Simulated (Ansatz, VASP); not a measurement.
## One calculation of ZnSe, two programs

```
CELL_PARAMETERS angstrom
0.00000 2.77511 2.77511
2.77511 0.00000 2.77511
2.77511 2.77511 0.00000
ATOMIC_POSITIONS crystal
Zn 0.00000 0.00000 0.00000
Se 0.25000 0.25000 0.25000
```

Alike in both runs: task single point; functional r2SCAN; k mesh 8 × 8 × 8; occupations gaussian, width 0.02 eV; no spin polarisation.

|  | VASP | Ansatz |
| --- | --- | --- |
| version | VASP 6.6.1 | Ansatz 0.2.0 |
| potentials or method | VASP PAW PBE potentials, release 64 (Zn, Se), cutoff 520 eV | scalar-relativistic, plane waves, PAW |
| valence electrons in the cell | 18 | 28 |

```tsv
	VASP	Ansatz	Ansatz less VASP
gap on the k mesh at the Fermi level (eV)	2.15	2.14	-0.009
least direct gap on the mesh (eV)	2.15	2.14	-0.009
pressure (GPa)	4.8	4.6	-0.14
```

VASP's potentials were made for PBE, not for r2SCAN. VASP's potentials hold 18 valence electrons a cell and Ansatz's 28, so a difference there can come from the potentials and not from the codes.
